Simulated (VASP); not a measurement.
# V (Im-3m) in VASP: a series of runs, part 2 of 2

VASP 6.6.1.

## 4. Single point, r2SCAN+D3(BJ), collinear spin, ferromagnetic start

This run uses another cell than the first one, of 13.06 Å³/atom.

File POSCAR:

```
V
1.0
   -1.4834362237      1.4834362237      1.4834362237
    1.4834362237     -1.4834362237      1.4834362237
    1.4834362237      1.4834362237     -1.4834362237
V
1
Direct
    0.0000000000      0.0000000000      0.0000000000
```

File INCAR.step1:

```
SYSTEM = V
PREC = Accurate
ENCUT = 520
ISMEAR = -1
SIGMA = 0.05
LREAL = .FALSE.
LASPH = .TRUE.
NELM = 150
ISPIN = 2
MAGMOM = 2
LMAXMIX = 4
NBANDS = 16
GGA = PE
ALGO = Normal
EDIFF = 1E-4
LWAVE = .TRUE.
LCHARG = .FALSE.
```

File INCAR.step2:

```
SYSTEM = V
PREC = Accurate
ENCUT = 520
EDIFF = 1E-7
ISMEAR = -1
SIGMA = 0.05
LREAL = .FALSE.
LASPH = .TRUE.
NELM = 150
ALGO = Normal
ISIF = 2
LWAVE = .FALSE.
LCHARG = .FALSE.
ISPIN = 2
MAGMOM = 2
LORBIT = 11
LMAXMIX = 4
METAGGA = R2SCAN
LMIXTAU = .TRUE.
IVDW = 12
VDW_S6 = 1.0
VDW_S8 = 0.78981345
VDW_A1 = 0.49484001
VDW_A2 = 5.73083694
NBANDS = 16
ISTART = 1
```

File KPOINTS:

```
regular mesh
0
G
  12 12 12
  0 0 0
```

Potentials or basis: VASP PAW PBE potentials, release 64 (V_sv).

Command:

```bash
$ cat potpaw_PBE.64/V_sv/POTCAR > POTCAR
$ cp INCAR.step1 INCAR
$ mpirun -np 1 vasp_std > vasp.out
$ cp INCAR.step2 INCAR
$ mpirun -np 1 vasp_std > vasp.out
```

OUTCAR:

```text
SYSTEM = V
   PREC = Accurate
   ENCUT = 520
   EDIFF = 1E-7
   ISMEAR = -1
   LREAL = .FALSE.
   LASPH = .TRUE.
   NELM = 150
   ISIF = 2
   ISPIN = 2
   LORBIT = 11
   METAGGA = R2SCAN
   IVDW = 12
   ISTART = 1
 IVDW          = 12

 ion  position               nearest neighbor table
   1  0.000  0.000  0.000-

  LATTYP: Found a body centered cubic cell.
 ALAT       =     2.9668724474

  Lattice vectors:

 A1 = (  -1.4834362237,   1.4834362237,   1.4834362237)
 A2 = (   1.4834362237,  -1.4834362237,   1.4834362237)
 A3 = (   1.4834362237,   1.4834362237,  -1.4834362237)

Analysis of symmetry for initial positions (statically):
=====================================================================
 Subroutine PRICEL returns:
 Original cell was already a primitive cell.

 Routine SETGRP: Setting up the symmetry group for a
 body centered cubic supercell.

 Subroutine GETGRP returns: Found 48 space group operations
 (whereof 48 operations were pure point group operations)
 out of a pool of 48 trial point group operations.

The static configuration has the point symmetry O_h .

Analysis of symmetry for dynamics (positions and initial velocities):
=====================================================================
 Subroutine PRICEL returns:
 Original cell was already a primitive cell.

 Routine SETGRP: Setting up the symmetry group for a
 body centered cubic supercell.

 Subroutine GETGRP returns: Found 48 space group operations
 (whereof 48 operations were pure point group operations)
 out of a pool of 48 trial point group operations.

The dynamic configuration has the point symmetry O_h .

Analysis of structural, dynamic, and magnetic symmetry:
=====================================================================
 Subroutine PRICEL returns:
 Original cell was already a primitive cell.

 Routine SETGRP: Setting up the symmetry group for a
 body centered cubic supercell.

 Subroutine GETGRP returns: Found 48 space group operations
 (whereof 48 operations were pure point group operations)
 out of a pool of 48 trial point group operations.

The overall configuration has the point symmetry O_h .

 Subroutine INISYM returns: Found 48 space group operations
 (whereof 48 operations are pure point group operations),
 and found     1 'primitive' translations

----------------------------------------------------------------------------------------

                                     Primitive cell

  volume of cell :      13.0577

  direct lattice vectors                    reciprocal lattice vectors
    -1.483436224  1.483436224  1.483436224     0.000000000  0.337055272  0.337055272
     1.483436224 -1.483436224  1.483436224     0.337055272  0.000000000  0.337055272
     1.483436224  1.483436224 -1.483436224     0.337055272  0.337055272  0.000000000

  length of vectors
     2.569386909  2.569386909  2.569386909     0.476668137  0.476668137  0.476668137

  position of ions in fractional coordinates (direct lattice)
     0.000000000  0.000000000  0.000000000

  ion indices of the primitive-cell ions
   primitive index   ion index
                 1           1

----------------------------------------------------------------------------------------

 KPOINTS: regular mesh
[... 55 lines left out ...]
   ions per type =               1
   NGX,Y,Z   is equivalent  to a cutoff of  12.94, 12.94, 12.94 a.u.
   NGXF,Y,Z  is equivalent  to a cutoff of  25.88, 25.88, 25.88 a.u.
 SYSTEM =  V
   PREC   = accura    normal or accurate (medium, high low for compatibility)
   ISTART =      1    job   : 0-new  1-cont  2-samecut
   ICHARG =      0    charge: 1-file 2-atom 10-const
   ISPIN  =      2    spin polarized calculation?
   LNONCOLLINEAR =      F non collinear calculations
   LSORBIT =      F    spin-orbit coupling
   LASPH  =      T    aspherical Exc in radial PAW
   ENCUT  =  520.0 eV  38.22 Ry    6.18 a.u.   4.78  4.78  4.78*2*pi/ulx,y,z
   NELM   =    150;   NELMIN=  2; NELMDL=  0     # of ELM steps
   EDIFF  = 0.1E-06   stopping-criterion for ELM
   LREAL  =      F    real-space projection
   EDIFFG = 0.1E-05   stopping-criterion for IOM
   NSW    =      0    number of steps for IOM
   IBRION =     -1    ionic relax: 0-MD 1-quasi-New 2-CG
   NFREE  =      0    steps in history (QN), initial steepest desc. (CG)
   ISIF   =      2    stress and relaxation
   ISYM   =      2    0-nonsym 1-usesym 2-fastsym
   POTIM  = 0.5000    time-step for ionic-motion
   TEBEG  =    0.0;   TEEND  =   0.0 temperature during run
   PSTRESS=    0.0 pullay stress
   NELECT =      13.0000    total number of electrons
   NUPDOWN=      -1.0000    fix difference up-down
   EMIN   =  10.00;   EMAX   =-10.00  energy-range for DOS
   EFERMI =   0.00;   METHOD = LEGACY
   ISMEAR =    -1;   SIGMA  =   0.05  broadening in eV -4-tet -1-fermi 0-gaus
   EFERMI_NEDOS =   21; number of points for ismear=-14 and -15
   IALGO  =     38    algorithm
   IMIX   =      4    mixing-type and parameters
     AMIX     =   0.40;   BMIX     =  1.00
     AMIX_MAG =   1.60;   BMIX_MAG =  1.00
  volume/ion in A,a.u.               =      13.06        88.12
  Fermi-wavevector in a.u.,A,eV,Ry     =   1.634684  3.089104 36.357364  2.672191
  Thomas-Fermi vector in A             =   2.726282
   LORBIT       =     11    0 simple, 1 ext, 2 COOP (PROOUT), +10 PAW based schemes
   METAGGA = R2SCAN    functional components
   LHFCALC =     F    Hartree Fock is set to
   AEXX    =    0.0000 exact exchange contribution
   IVDW    =    12    specifies the selected vdW correction
   LEPSILON=     F    determine dielectric tensor
   LRPA    =     F    only Hartree local field effects (RPA)
 spin polarized calculation
  energy-cutoff  :      520.00
  volume of cell :       13.06
 maximum number of plane-waves:       370
   NGX =  9   NGY =  9   NGZ =  9

 number of electron      12.9999998 magnetization       0.0004918

 number of electron      12.9999998 magnetization      -0.0003253

 Free energy of the ion-electron system (eV)
  ---------------------------------------------------
  ext. energy  EPLUGINS =         0.00000000
  ---------------------------------------------------
  free energy    TOTEN  =       -14.12644469 eV

  energy without entropy =      -14.11065775  energy(sigma->0) =      -14.11855122

 E-fermi :  10.0487     XC(G=0): -14.2552

 val. band max:       10.0449867345   @ k =   0.2500   0.0000   0.0000
 cond. band min:      10.0543074057   @ k =  -0.4167   0.5000   0.1667
 fundamental gap:      0.0093206712
 Fermi energy:        10.0487114861

 spin component 1

 k-point     1 :       0.0000    0.0000    0.0000
  band No.  band energies     occupation
      1     -56.2181      1.00000
      2     -28.3152      1.00000
      3     -28.3152      1.00000
      4     -28.3152      1.00000
      5       2.9309      1.00000
      6      10.5515      0.00004
[... 435 lines left out ...]
      5       7.0956      1.00000
      6       8.7449      1.00000
[... 8 lines left out ...]
     15      41.4660      0.00000
     16      41.4774      0.00000

 [... further k-points ...]

 spin component 2

 k-point     1 :       0.0000    0.0000    0.0000
  band No.  band energies     occupation
      1     -56.2184      1.00000
      2     -28.3155      1.00000
      3     -28.3155      1.00000
      4     -28.3155      1.00000
      5       2.9307      1.00000
      6      10.5511      0.00004
[... 435 lines left out ...]
      5       7.0953      1.00000
      6       8.7445      1.00000
[... 8 lines left out ...]
     15      41.4657      0.00000
     16      41.4771      0.00000

 [... further k-points ...]

------------------------ aborting loop because EDIFF is reached ----------------------------------------

 Edisp (eV)   -0.32931

 E8    (eV) :    -0.1226

  FORCE on cell =-STRESS in cart. coord.  units (eV):
  Direction    XX          YY          ZZ          XY          YZ          ZX
  --------------------------------------------------------------------------------------
  -------------------------------------------------------------------------------------
  Total      -0.00999    -0.00999    -0.00999     0.00000     0.00000    -0.00000
  in kB      -1.22570    -1.22570    -1.22570     0.00000     0.00000    -0.00000
  external pressure =       -1.23 kB  Pullay stress =        0.00 kB

 VOLUME and BASIS-vectors are now :
 -----------------------------------------------------------------------------
  energy-cutoff  :      520.00
  volume of cell :       13.06
      direct lattice vectors                 reciprocal lattice vectors
    -1.483436224  1.483436224  1.483436224     0.000000000  0.337055272  0.337055272
     1.483436224 -1.483436224  1.483436224     0.337055272  0.000000000  0.337055272
     1.483436224  1.483436224 -1.483436224     0.337055272  0.337055272  0.000000000

 POSITION                                       TOTAL-FORCE (eV/Angst)
 -----------------------------------------------------------------------------------
      0.00000      0.00000      0.00000         0.000000     -0.000000     -0.000000
 -----------------------------------------------------------------------------------
    total drift:                                0.000000     -0.000000      0.000000

  FREE ENERGIE OF THE ION-ELECTRON SYSTEM (eV)
  ---------------------------------------------------
  free  energy   TOTEN  =       -14.4557585087 eV

  energy  without entropy=      -14.4399715786  energy(sigma->0) =      -14.44786504

 total charge

# of ion       s       p       d       tot
------------------------------------------
    1        2.348   6.246   3.084  11.678

 magnetization (x)

# of ion       s       p       d       tot
------------------------------------------
    1       -0.000  -0.000  -0.000  -0.000
```

Run time: 64 s. Hardware: 1 thread of Intel Xeon 6975P-C (Granite Rapids), shared host; peak memory 0.16 GiB.

What came out:

```
Free energy                                           : -14.4558 eV
Pressure                                              : -0.1 GPa
Net moment                                            : 0.00 μB per cell
Valence electrons inside the program's atomic spheres : V 11.68
Dispersion energy per atom                            : -0.329 eV
```

Caveat: the moments typed at the start vanished in this run; the PAW data sets were made with another functional, which shifts forces and pressure a little.

## 5. Single point, r2SCAN+D3(BJ), collinear spin, ferromagnetic start

This run uses another cell than the first one, of 13.34 Å³/atom.

File POSCAR:

```
V
1.0
   -1.4938833019      1.4938833019      1.4938833019
    1.4938833019     -1.4938833019      1.4938833019
    1.4938833019      1.4938833019     -1.4938833019
V
1
Direct
    0.0000000000      0.0000000000      0.0000000000
```

File INCAR.step1:

```
SYSTEM = V
PREC = Accurate ; ENCUT = 520
ISMEAR = -1 ; SIGMA = 0.05
LREAL = .False. ; LASPH = .True.
NELM = 150 ; ISPIN = 2
MAGMOM = 2 ; LMAXMIX = 4
NBANDS = 16 ; GGA = PE
ALGO = Normal ; EDIFF = 1E-4
LWAVE = .True. ; LCHARG = .False.
```

File INCAR.step2:

```
SYSTEM = V
PREC = Accurate ; ENCUT = 520
EDIFF = 1E-6 ; ISMEAR = -1
SIGMA = 0.05 ; LREAL = .False.
LASPH = .True. ; NELM = 150
ALGO = Normal ; ISIF = 2
LWAVE = .False. ; LCHARG = .False.
ISPIN = 2 ; MAGMOM = 2
LORBIT = 11 ; LMAXMIX = 4
METAGGA = R2SCAN ; LMIXTAU = .True.
IVDW = 12 ; VDW_S6 = 1.0
VDW_S8 = 0.78981345 ; VDW_A1 = 0.49484001
VDW_A2 = 5.73083694 ; NBANDS = 16
ISTART = 1
```

File KPOINTS:

```
regular mesh
0
Gamma
  12 12 12
  0 0 0
```

Potentials or basis: VASP PAW PBE potentials, release 64 (V_sv).

Command:

```bash
$ cat potpaw_PBE.64/V_sv/POTCAR > POTCAR
$ cp INCAR.step1 INCAR
$ mpirun -np 1 vasp_std > vasp.out
$ cp INCAR.step2 INCAR
$ mpirun -np 1 vasp_std > vasp.out
```

OUTCAR:

```text
SYSTEM = V
   PREC = Accurate
   ENCUT = 520
   EDIFF = 1E-6
   ISMEAR = -1
   LREAL = .False.
   LASPH = .True.
   NELM = 150
   ISIF = 2
   ISPIN = 2
   LORBIT = 11
   METAGGA = R2SCAN
   IVDW = 12
   ISTART = 1
 IVDW          = 12

 ion  position               nearest neighbor table
   1  0.000  0.000  0.000-

  LATTYP: Found a body centered cubic cell.
 ALAT       =     2.9877666038

  Lattice vectors:

 A1 = (  -1.4938833019,   1.4938833019,   1.4938833019)
[... 1125 lines left out ...]
  --------------------------------------------------------------------------------------
  -------------------------------------------------------------------------------------
  Total      -0.34406    -0.34406    -0.34406    -0.00000     0.00000    -0.00000
  in kB     -41.33699   -41.33699   -41.33699    -0.00000     0.00000    -0.00000
  external pressure =      -41.34 kB  Pullay stress =        0.00 kB

 VOLUME and BASIS-vectors are now :
 -----------------------------------------------------------------------------
  energy-cutoff  :      520.00
  volume of cell :       13.34
      direct lattice vectors                 reciprocal lattice vectors
    -1.493883302  1.493883302  1.493883302     0.000000000  0.334698165  0.334698165
     1.493883302 -1.493883302  1.493883302     0.334698165  0.000000000  0.334698165
     1.493883302  1.493883302 -1.493883302     0.334698165  0.334698165  0.000000000

 POSITION                                       TOTAL-FORCE (eV/Angst)
 -----------------------------------------------------------------------------------
      0.00000      0.00000      0.00000        -0.000000      0.000000     -0.000000
 -----------------------------------------------------------------------------------
    total drift:                                0.000000     -0.000000      0.000000

  FREE ENERGIE OF THE ION-ELECTRON SYSTEM (eV)
  ---------------------------------------------------
  free  energy   TOTEN  =       -14.4520606074 eV

  energy  without entropy=      -14.4361353904  energy(sigma->0) =      -14.44409800

 total charge

# of ion       s       p       d       tot
------------------------------------------
    1        2.341   6.239   3.059  11.639

 magnetization (x)

# of ion       s       p       d       tot
------------------------------------------
    1        0.000   0.000   0.001   0.001
```

OUTCAR.step1:

```text
SYSTEM = V
   PREC = Accurate
   ENCUT = 520
   ISMEAR = -1
   LREAL = .False.
   LASPH = .True.
[... 1147 lines left out ...]

 POSITION                                       TOTAL-FORCE (eV/Angst)
 -----------------------------------------------------------------------------------
      0.00000      0.00000      0.00000        -0.000000     -0.000000     -0.000000
 -----------------------------------------------------------------------------------
    total drift:                                0.000000     -0.000000      0.000000

  FREE ENERGIE OF THE ION-ELECTRON SYSTEM (eV)
  ---------------------------------------------------
  free  energy   TOTEN  =        -8.9930382243 eV

  energy  without entropy=       -8.9752045093  energy(sigma->0) =       -8.98412137
```

OSZICAR.step1:

```text
N       E                     dE             d eps       ncg     rms          rms(c)
DAV:   1     0.929744562499E+02    0.92974E+02   -0.64175E+03  4648   0.892E+02
DAV:   2    -0.826223384780E+01   -0.10124E+03   -0.97095E+02  5152   0.272E+02
DAV:   3    -0.978447075999E+01   -0.15222E+01   -0.15192E+01  5264   0.364E+01
DAV:   4    -0.979034949311E+01   -0.58787E-02   -0.58786E-02  5488   0.236E+00
DAV:   5    -0.979039931613E+01   -0.49823E-04   -0.49822E-04  5240   0.203E-01    0.201E+01
DAV:   6    -0.897063023965E+01    0.81977E+00   -0.16416E+00  4744   0.209E+01    0.298E+00
DAV:   7    -0.898938142640E+01   -0.18751E-01   -0.12143E-01  5072   0.329E+00    0.217E+00
DAV:   8    -0.899535360187E+01   -0.59722E-02   -0.63836E-03  4904   0.981E-01    0.872E-01
DAV:   9    -0.899278326092E+01    0.25703E-02   -0.14423E-03  5312   0.456E-01    0.235E-01
DAV:  10    -0.899298772386E+01   -0.20446E-03   -0.82446E-04  5088   0.272E-01    0.588E-02
DAV:  11    -0.899303822426E+01   -0.50500E-04   -0.53450E-05  2688   0.671E-02
   1 F= -.89930382E+01 E0= -.89841214E+01  d E =-.178337E-01  mag=     0.0251
```

Run time: 54 s. Hardware: 1 thread of Intel Xeon 6975P-C (Granite Rapids), shared host; peak memory 0.15 GiB.

Results:

```yaml
Free_energy: -14.4521 eV
Pressure: -4.1 GPa
Net_moment: 0.00 μB per cell
Valence_electrons_inside_the_program's_atomic_spheres: V 11.64
Dispersion_energy_per_atom: -0.322 eV
```

Caveat: the cell stands under tension; the moments typed at the start vanished in this run; the PAW data sets were made with another functional, which shifts forces and pressure a little.

## 6. Overview

```tsv
level	cell	gap on the mesh (eV)	pressure (GPa)	moment (μB)
PBEsol+D4	a = 2.674 Å, angles 109.5°, 1 atom	none	-21.3	0.00
revPBE+D3(BJ)	a = 2.674 Å, angles 109.5°, 1 atom	none	-24.0	0.00
r2SCAN+D3(BJ)	a = 2.569 Å, angles 109.5°, 1 atom	none	-0.1	0.00
r2SCAN+D3(BJ)	a = 2.587 Å, angles 109.5°, 1 atom	none	-4.1	0.00
```

Alike in all rows: task single point; potentials or basis VASP PAW PBE potentials, release 64 (V_sv); spin collinear, ferromagnetic start; k mesh 12 × 12 × 12; cutoff (eV) 520; smearing fermi-dirac 0.05 eV.

Caveats: the moments typed at the start vanished in this run; the PAW data sets were made with another functional, which shifts forces and pressure a little; the cell stands under tension (at least some runs); the dispersion term is far too large for a dense solid, which distorts pressure and volume (at least some runs).

Total energies depend on the potentials used, so only differences within one code and one set of settings carry meaning.
